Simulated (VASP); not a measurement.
# PbSe in VASP: a series of runs

PbSe is run at these levels: PBEsol; tasks: single point.

All numbers are computed with VASP 6.6.1; they aren't measurements. Logs are shortened: lines on timing, memory, paths and dates and some standing lists are left out, and cuts for length are marked.

## 1. The cell of the first run

The structure is tetragonal, space group I4/mmm (No. 139). The conventional cell has a = 4.331 Å, b = 4.331 Å, c = 6.247 Å, α = 90.00°, β = 90.00°, γ = 90.00°. Within 4.0 Å of Pb (site symmetry 4/mmm) lie 6 Se at 3.06 to 3.12 Å. Within 4.0 Å of Se (site symmetry 4/mmm) lie 6 Pb at 3.06 to 3.12 Å.

## 2. Single point, PBEsol (zz strain of +2 %)

INCAR

```
SYSTEM = PbSe
PREC = Accurate
ENCUT = 520
EDIFF = 1E-6
ISMEAR = -1
SIGMA = 0.01
LREAL = .False.
LASPH = .True.
NELM = 60
ALGO = Normal
ISIF = 2
LWAVE = .False.
LCHARG = .False.
GGA = PS
NBANDS = 17
```

KPOINTS

```
Automatic mesh
0
Gamma
  9 9 9
  0 0 0
```

POSCAR

```
PbSe
1.0
    0.0000000000      3.0621500000      3.1233930000
    3.0621500000      0.0000000000      3.1233930000
    3.0621500000      3.0621500000      0.0000000000
Pb Se
1 1
Direct
    0.0000000000      0.0000000000      0.0000000000
    0.5000000000      0.5000000000      0.5000000000
```

Potentials or basis: VASP PAW PBE potentials, release 64 (Pb_d, Se).

Run with:

```
$ cat potpaw_PBE.64/Pb_d/POTCAR potpaw_PBE.64/Se/POTCAR > POTCAR
$ mpirun -np 1 vasp_std > vasp.out
```

OUTCAR:

```text
SYSTEM = PbSe
   PREC = Accurate
   ENCUT = 520
   EDIFF = 1E-6
   ISMEAR = -1
   LREAL = .False.
   LASPH = .True.
   NELM = 60
   ISIF = 2
   GGA = PS

 ion  position               nearest neighbor table
   1  0.000  0.000  0.000-   2 3.06   2 3.06   2 3.06   2 3.06   2 3.12   2 3.12
   2  0.500  0.500  0.500-   1 3.06   1 3.06   1 3.06   1 3.06   1 3.12   1 3.12

  LATTYP: Found a body centered tetragonal cell.
 ALAT       =     4.3305340600
 C/A-ratio  =     1.4424978336

  Lattice vectors:

 A1 = (  -3.0621500000,   0.0000000000,   3.1233930000)
 A2 = (   3.0621500000,   0.0000000000,   3.1233930000)
 A3 = (   0.0000000000,   3.0621500000,  -3.1233930000)

Analysis of symmetry for initial positions (statically):
=====================================================================
 Subroutine PRICEL returns:
 Original cell was already a primitive cell.

 Routine SETGRP: Setting up the symmetry group for a
 body centered tetragonal supercell.

 Subroutine GETGRP returns: Found 16 space group operations
 (whereof 16 operations were pure point group operations)
 out of a pool of 16 trial point group operations.

The static configuration has the point symmetry D_4h.

Analysis of symmetry for dynamics (positions and initial velocities):
=====================================================================
 Subroutine PRICEL returns:
 Original cell was already a primitive cell.

 Routine SETGRP: Setting up the symmetry group for a
 body centered tetragonal supercell.

 Subroutine GETGRP returns: Found 16 space group operations
 (whereof 16 operations were pure point group operations)
 out of a pool of 16 trial point group operations.

The dynamic configuration has the point symmetry D_4h.

 Subroutine INISYM returns: Found 16 space group operations
 (whereof 16 operations are pure point group operations),
 and found     1 'primitive' translations

----------------------------------------------------------------------------------------

                                     Primitive cell

  volume of cell :      58.5746

  direct lattice vectors                    reciprocal lattice vectors
     0.000000000  3.062150000  3.123393000    -0.163283967  0.163283967  0.160082321
     3.062150000  0.000000000  3.123393000     0.163283967 -0.163283967  0.160082321
     3.062150000  3.062150000  0.000000000     0.163283967  0.163283967 -0.160082321

  length of vectors
     4.374053778  4.374053778  4.330534060     0.280979816  0.280979816  0.280979816

  position of ions in fractional coordinates (direct lattice)
     0.000000000  0.000000000  0.000000000
     0.500000000  0.500000000  0.500000000

  ion indices of the primitive-cell ions
   primitive index   ion index
                 1           1
                 2           2

----------------------------------------------------------------------------------------

 KPOINTS: Automatic mesh

Automatic generation of k-mesh.
 Grid dimensions read from file:
 generate k-points for:    9    9    9

 Generating k-lattice:

  Cartesian coordinates                     Fractional coordinates (reciprocal lattice)
    -0.018142663  0.018142663  0.017786925     0.111111111  0.000000000  0.000000000
     0.018142663 -0.018142663  0.017786925     0.000000000  0.111111111  0.000000000
     0.018142663  0.018142663 -0.017786925     0.000000000  0.000000000  0.111111111

  Length of vectors
     0.031219980  0.031219980  0.031219980

  Shift w.r.t. Gamma in fractional coordinates (k-lattice)
     0.000000000  0.000000000  0.000000000

 Subroutine IBZKPT returns following result:
 ===========================================

 Found     75 irreducible k-points:

 Following reciprocal coordinates:
            Coordinates               Weight
  0.000000  0.000000  0.000000      1.000000
  0.111111  0.000000  0.000000      8.000000
  0.222222 -0.000000  0.000000      8.000000
  0.333333 -0.000000  0.000000      8.000000
  0.444444 -0.000000  0.000000      8.000000
  0.111111  0.111111  0.000000      2.000000
[... 16 lines left out ...]
 -0.333333  0.333333  0.000000      4.000000
  0.444444  0.444444  0.000000      2.000000
 [... further k-points ...]
   k-points           NKPTS =     75   k-points in BZ     NKDIM =     75   number of bands    NBANDS=     17
   number of dos      NEDOS =    301   number of ions     NIONS =      2
   total plane-waves  NPLWV =  41472
   dimension x,y,z NGX =    36 NGY =   36 NGZ =   32
   dimension x,y,z NGXF=    72 NGYF=   72 NGZF=   64
   ions per type =               1   1
   NGX,Y,Z   is equivalent  to a cutoff of  13.68, 13.68, 12.28 a.u.
   NGXF,Y,Z  is equivalent  to a cutoff of  27.37, 27.37, 24.57 a.u.
 SYSTEM =  PbSe
   PREC   = accura    normal or accurate (medium, high low for compatibility)
   ISTART =      0    job   : 0-new  1-cont  2-samecut
   ICHARG =      2    charge: 1-file 2-atom 10-const
   ISPIN  =      1    spin polarized calculation?
[... 27 lines left out ...]
  Fermi-wavevector in a.u.,A,eV,Ry     =   1.144234  2.162289 17.813730  1.309272
  Thomas-Fermi vector in A             =   2.280927
   LORBIT       =      0    0 simple, 1 ext, 2 COOP (PROOUT), +10 PAW based schemes
   GGA     = PS    functional components
   LHFCALC =     F    Hartree Fock is set to
   AEXX    =    0.0000 exact exchange contribution
   IVDW    =     0    specifies the selected vdW correction
   LEPSILON=     F    determine dielectric tensor
   LRPA    =     F    only Hartree local field effects (RPA)
 non-spin polarized calculation
  energy-cutoff  :      520.00
  volume of cell :       58.57
 maximum number of plane-waves:      1592
 NGX is ok and might be reduce to    36
   NGX = 17   NGY = 17   NGZ = 17

 number of electron      19.9999999 magnetization

 Free energy of the ion-electron system (eV)
  ---------------------------------------------------
  ext. energy  EPLUGINS =         0.00000000
  ---------------------------------------------------
  free energy    TOTEN  =        -8.90429056 eV

  energy without entropy =       -8.90429056  energy(sigma->0) =       -8.90429056

 E-fermi :   4.6841     XC(G=0):  -9.6216

 val. band max:        4.4608394034   @ k =   0.4444  -0.0000   0.0000
 cond. band min:       5.1248635200   @ k =   0.4444  -0.0000   0.0000
 fundamental gap:      0.6640241165
 Fermi energy:         4.6841415085

 k-point     1 :       0.0000    0.0000    0.0000
  band No.  band energies     occupation
      1     -12.0650      2.00000
      2     -12.0631      2.00000
      3     -12.0631      2.00000
      4     -12.0576      2.00000
      5     -12.0530      2.00000
      6      -8.7798      2.00000
[... 9 lines left out ...]
     16      11.1852      0.00000
     17      12.7054      0.00000

 k-point     2 :       0.1111    0.0000    0.0000
  band No.  band energies     occupation
      1     -12.0669      2.00000
      2     -12.0620      2.00000
      3     -12.0614      2.00000
      4     -12.0550      2.00000
      5     -12.0541      2.00000
      6      -8.6888      2.00000
[... 9 lines left out ...]
     16      11.4491      0.00000
     17      13.4952      0.00000

 k-point     3 :       0.2222   -0.0000    0.0000
  band No.  band energies     occupation
      1     -12.0727      2.00000
      2     -12.0653      2.00000
      3     -12.0605      2.00000
      4     -12.0487      2.00000
      5     -12.0459      2.00000
      6      -8.4341      2.00000
[... 9 lines left out ...]
     16      12.1220      0.00000
     17      15.1074      0.00000

 k-point     4 :       0.3333   -0.0000    0.0000
  band No.  band energies     occupation
      1     -12.0796      2.00000
      2     -12.0729      2.00000
      3     -12.0594      2.00000
      4     -12.0394      2.00000
      5     -12.0350      2.00000
      6      -8.0837      2.00000
[... 9 lines left out ...]
     16      13.1753      0.00000
     17      16.2080      0.00000
[... 343 lines left out ...]
      1     -12.1474      2.00000
      2     -12.0605      2.00000
      3     -12.0497      2.00000
      4     -12.0332      2.00000
      5     -12.0272      2.00000
      6      -7.4880      2.00000
[... 9 lines left out ...]
     16      15.1905      0.00000
     17      16.6918      0.00000

 k-point    23 :      -0.3333    0.3333    0.0000
  band No.  band energies     occupation
      1     -12.1274      2.00000
      2     -12.0588      2.00000
      3     -12.0484      2.00000
      4     -12.0417      2.00000
      5     -12.0320      2.00000
      6      -7.4967      2.00000
[... 9 lines left out ...]
     16      14.0263      0.00000
     17      15.7737      0.00000

 k-point    24 :       0.4444    0.4444    0.0000
  band No.  band energies     occupation
      1     -12.1723      2.00000
      2     -12.0732      2.00000
      3     -12.0371      2.00000
      4     -12.0240      2.00000
      5     -12.0240      2.00000
      6      -7.5220      2.00000
[... 9 lines left out ...]
     16      15.9971      0.00000
     17      17.2050      0.00000

 [... further k-points ...]

------------------------ aborting loop because EDIFF is reached ----------------------------------------

  FORCE on cell =-STRESS in cart. coord.  units (eV):
  Direction    XX          YY          ZZ          XY          YZ          ZX
  --------------------------------------------------------------------------------------
  -------------------------------------------------------------------------------------
  Total       -0.2947274     -0.2947274     -1.0574649      0.0000000      0.0000000      0.0000000
  in kB       -8.0616063     -8.0616063    -28.9245765      0.0000000      0.0000000      0.0000000
  external PRESSURE =     -15.0159297 kB  Pullay stress =       0.0000000 kB

 VOLUME and BASIS-vectors are now :
 -----------------------------------------------------------------------------
  energy-cutoff  :      520.00
  volume of cell :       58.57
      direct lattice vectors                 reciprocal lattice vectors
     0.000000000  3.062150000  3.123393000    -0.163283967  0.163283967  0.160082321
     3.062150000  0.000000000  3.123393000     0.163283967 -0.163283967  0.160082321
     3.062150000  3.062150000  0.000000000     0.163283967  0.163283967 -0.160082321

 POSITION                                       TOTAL-FORCE (eV/Angst)
 -----------------------------------------------------------------------------------
      0.00000      0.00000      0.00000        -0.000000      0.000000     -0.000000
      3.06215      3.06215      3.12339         0.000000     -0.000000      0.000000
 -----------------------------------------------------------------------------------
    total drift:                                0.000000      0.000000      0.000000

  FREE ENERGIE OF THE ION-ELECTRON SYSTEM (eV)
  ---------------------------------------------------
  free  energy   TOTEN  =        -8.9042905589 eV

  energy  without entropy=       -8.9042905589  energy(sigma->0) =       -8.90429056
```

Wall time 44 s (1 thread of Intel Xeon Platinum 8488C (Sapphire Rapids), shared host); peak memory 0.24 GiB.

Results:

* Free energy: -8.9043 eV
* Pressure: -1.5 GPa
* Band gap on the k mesh: 0.66 eV, direct

Levels at points of the mesh, in eV from the valence-band top:
```csv
k point,band 7,band 8,band 9,band 10,band 11,band 12,band 13,band 14
"(0.00, 0.00, 0.00)",-6.17,-1.64,-1.64,-1.47,4.53,4.97,4.97,6.61
```

Caveat: the cell differs from its parent crystal (zz strain of +2 %); the PAW data sets were made with another functional, which shifts forces and pressure a little; spin-orbit coupling is left out, which moves the levels of the heavy elements. A k mesh can miss the band edges.

## 3. Single point, PBEsol (equal xx and yy strain of +1 %)

INCAR

```
PREC = Accurate
ENCUT = 520
EDIFF = 1E-6
ISMEAR = -1
SIGMA = 0.01
LREAL = False
LASPH = True
NELM = 80
ALGO = Normal
ISIF = 2
LWAVE = False
LCHARG = True
GGA = PS
LELF = True
LVHAR = True
NBANDS = 17
```

KPOINTS

```
regular mesh
0
Gamma
  9 9 9
```

POSCAR

```
PbSe
1.0
    0.0000000000      3.0927715000      3.0621500000
    3.0927715000      0.0000000000      3.0621500000
    3.0927715000      3.0927715000      0.0000000000
Pb Se
1 1
Direct
    0.0000000000      0.0000000000      0.0000000000
    0.5000000000      0.5000000000      0.5000000000
```

Potentials or basis: VASP PAW PBE potentials, release 64 (Pb_d, Se).

Run with:

```
$ cat potpaw_PBE.64/Pb_d/POTCAR potpaw_PBE.64/Se/POTCAR > POTCAR
$ mpirun -np 1 vasp_std > vasp.out
```

Wall time 54 s (1 thread of Intel Xeon Platinum 8488C (Sapphire Rapids), shared host); peak memory 0.22 GiB.

Results (log left out):

```
Free energy            : -8.9080 eV
Pressure               : -1.5 GPa
Band gap on the k mesh : 0.67 eV, direct
```

Stress tensor (GPa, compression positive):
```
-1.92  0.00  0.00
 0.00 -1.92  0.00
 0.00  0.00 -0.81
```

Levels at points of the mesh, in eV from the valence-band top:
```tsv
k point	band 6	band 7	band 8	band 9	band 10	band 11	band 12	band 13	band 14	band 15
(0.00, 0.00, 0.00)	-13.23	-6.17	-1.64	-1.55	-1.55	4.75	4.75	4.98	6.67	6.67
```

Caveat: the cell differs from its parent crystal (equal xx and yy strain of +1 %); the PAW data sets were made with another functional, which shifts forces and pressure a little; spin-orbit coupling is left out, which moves the levels of the heavy elements. A k mesh can miss the band edges.

## 4. Single point, PBEsol (equal xx and yy strain of +2 %)

INCAR

```
ALGO     = Normal         # electronic algorithm
EDIFF    = 1E-7           # SCF threshold, eV
ENCUT    = 520            # plane-wave cutoff, eV
GGA      = PS             # functional
ISIF     = 2              # what is computed and relaxed
ISMEAR   = -1             # smearing method
LASPH    = T              # aspherical terms in the spheres
LCHARG   = F              # write CHGCAR
LREAL    = F              # projectors in reciprocal space
LWAVE    = F              # write WAVECAR
NBANDS   = 17             # bands
NELM     = 60             # most SCF steps
PREC     = Accurate       # precision mode
SIGMA    = 0.01           # smearing width, eV
```

KPOINTS

```
k-points
0
Gamma
  9 9 9
```

POSCAR

```
PbSe
1.0
    0.0000000000      3.1233930000      3.0621500000
    3.1233930000      0.0000000000      3.0621500000
    3.1233930000      3.1233930000      0.0000000000
Pb Se
1 1
Direct
    0.0000000000      0.0000000000      0.0000000000
    0.5000000000      0.5000000000      0.5000000000
```

Run with:

```
$ cat potpaw_PBE.64/Pb_d/POTCAR potpaw_PBE.64/Se/POTCAR > POTCAR
$ mpirun -np 1 vasp_std > vasp.out
```

Wall time 68 s (1 thread of Intel Xeon Platinum 8488C (Sapphire Rapids), shared host); peak memory 0.25 GiB.

The run converged. Its results:

* Free energy: -8.8902 eV
* Pressure: -2.4 GPa
* Band gap on the k mesh: 0.69 eV, direct

Stress tensor (GPa, compression positive):
```
-3.06  0.00  0.00
 0.00 -3.06  0.00
 0.00  0.00 -1.01
```

Levels at points of the mesh, in eV from the valence-band top:
| k point | band 6 | band 7 | band 8 | band 9 | band 10 | band 11 | band 12 | band 13 | band 14 | band 15 |
| --- | --- | --- | --- | --- | --- | --- | --- | --- | --- | --- |
| (0.00, 0.00, 0.00) | -13.08 | -6.21 | -1.62 | -1.45 | -1.45 | 4.63 | 4.63 | 5.07 | 6.68 | 6.68 |

Caveat: the cell differs from its parent crystal (equal xx and yy strain of +2 %); the PAW data sets were made with another functional, which shifts forces and pressure a little; spin-orbit coupling is left out, which moves the levels of the heavy elements. A k mesh can miss the band edges.

## 5. Single point, PBEsol (equal xy, yz and zx shear strains of -3 %)

INCAR

```
  PREC = Accurate
  ENCUT = 520
  EDIFF = 1E-7
  ISMEAR = -1
  SIGMA = 0.01
  LREAL = False
  LASPH = True
  NELM = 80
  ALGO = Normal
  ISIF = 2
  LWAVE = False
  LCHARG = False
  GGA = PS
  NBANDS = 17
```

KPOINTS

```
Automatic mesh
0
Gamma
  9 9 9
```

POSCAR

```
PbSe
1.0
   -0.0918645000      3.0162177500      3.0162177500
    3.0162177500     -0.0918645000      3.0162177500
    3.0162177500      3.0162177500     -0.0918645000
Pb Se
1 1
Direct
    0.0000000000      0.0000000000      0.0000000000
    0.5000000000      0.5000000000      0.5000000000
```

Run with:

```
$ cat potpaw_PBE.64/Pb_d/POTCAR potpaw_PBE.64/Se/POTCAR > POTCAR
$ mpirun -np 1 vasp_std > vasp.out
```

Run time: 41 s. Hardware: 1 thread of Intel Xeon Platinum 8488C (Sapphire Rapids), shared host; peak memory 0.23 GiB.

The run converged. Its results:

* Free energy: -8.9086 eV
* Pressure: -0.6 GPa
* Band gap on the k mesh: 0.38 eV, indirect (least direct gap 0.60 eV)

Stress tensor (GPa, compression positive):
```
-0.58  0.50  0.50
 0.50 -0.58  0.50
 0.50  0.50 -0.58
```

Levels at points of the mesh, in eV from the valence-band top:
```
           k point  band 8  band 9  band 10  band 11  band 12  band 13
(0.00, 0.00, 0.00)   -1.83   -1.83    -1.48     4.78     4.86     4.86
```

Caveat: the cell differs from its parent crystal (equal xy, yz and zx shear strains of -3 %); the PAW data sets were made with another functional, which shifts forces and pressure a little; spin-orbit coupling is left out, which moves the levels of the heavy elements. A k mesh can miss the band edges.

## 6. Single point, PBEsol (equal xy, yz and zx shear strains of -1 %)

INCAR

```
PREC = Accurate ; ENCUT = 520
EDIFF = 1E-7 ; ISMEAR = -1
SIGMA = 0.01 ; LREAL = F
LASPH = T ; NELM = 100
ALGO = Normal ; ISIF = 2
LWAVE = F ; LCHARG = F
GGA = PS ; NBANDS = 17
```

KPOINTS

```
regular mesh
0
Gamma
  9 9 9
```

POSCAR

```
PbSe
1.0
   -0.0306215000      3.0468392500      3.0468392500
    3.0468392500     -0.0306215000      3.0468392500
    3.0468392500      3.0468392500     -0.0306215000
Pb Se
1 1
Direct
    0.0000000000      0.0000000000      0.0000000000
    0.5000000000      0.5000000000      0.5000000000
```

Potentials or basis: VASP PAW PBE potentials, release 64 (Pb_d, Se).

Run with:

```
$ cat potpaw_PBE.64/Pb_d/POTCAR potpaw_PBE.64/Se/POTCAR > POTCAR
$ mpirun -np 1 vasp_std > vasp.out
```

Wall time 46 s (1 thread of Intel Xeon Platinum 8488C (Sapphire Rapids), shared host); peak memory 0.22 GiB.

It converged, with:

```
Free energy            : -8.9158 eV
Pressure               : -0.6 GPa
Band gap on the k mesh : 0.56 eV, indirect (least direct gap 0.63 eV)
```

Stress tensor (GPa, compression positive):
```
-0.58  0.17  0.17
 0.17 -0.58  0.17
 0.17  0.17 -0.58
```

Levels at points of the mesh, in eV from the valence-band top:
```
           k point  band 6  band 7  band 8  band 9  band 10  band 11  band 12  band 13  band 14  band 15
(0.00, 0.00, 0.00)  -13.41   -6.15   -1.72   -1.72    -1.60     4.84     4.87     4.87     6.57     6.57
```

Caveat: the cell differs from its parent crystal (equal xy, yz and zx shear strains of -1 %); the PAW data sets were made with another functional, which shifts forces and pressure a little; spin-orbit coupling is left out, which moves the levels of the heavy elements. A k mesh can miss the band edges.

## 7. The runs side by side

| cell | gap on the mesh (eV) | pressure (GPa) |
| --- | --- | --- |
| a = 4.374, b = 4.374, c = 4.331 Å, angles 60.3, 60.3, 59.3°, 2 atoms | 0.66 | -1.5 |
| a = 4.352, b = 4.352, c = 4.374 Å, angles 59.8, 59.8, 60.3°, 2 atoms | 0.67 | -1.5 |
| a = 4.374, b = 4.374, c = 4.417 Å, angles 59.7, 59.7, 60.7°, 2 atoms | 0.69 | -2.4 |
| a = 4.267 Å, angles 62.0°, 2 atoms | 0.38 | -0.6 |
| a = 4.309 Å, angles 60.7°, 2 atoms | 0.56 | -0.6 |

Alike in all rows: task single point; level PBEsol; potentials or basis VASP PAW PBE potentials, release 64 (Pb_d, Se); no spin polarisation; k mesh 9 × 9 × 9; cutoff (eV) 520; smearing fermi-dirac 0.01 eV.

Caveats: the PAW data sets were made with another functional, which shifts forces and pressure a little; spin-orbit coupling is left out, which moves the levels of the heavy elements.

Total energies depend on the potentials used, so only differences within one code and one set of settings carry meaning.
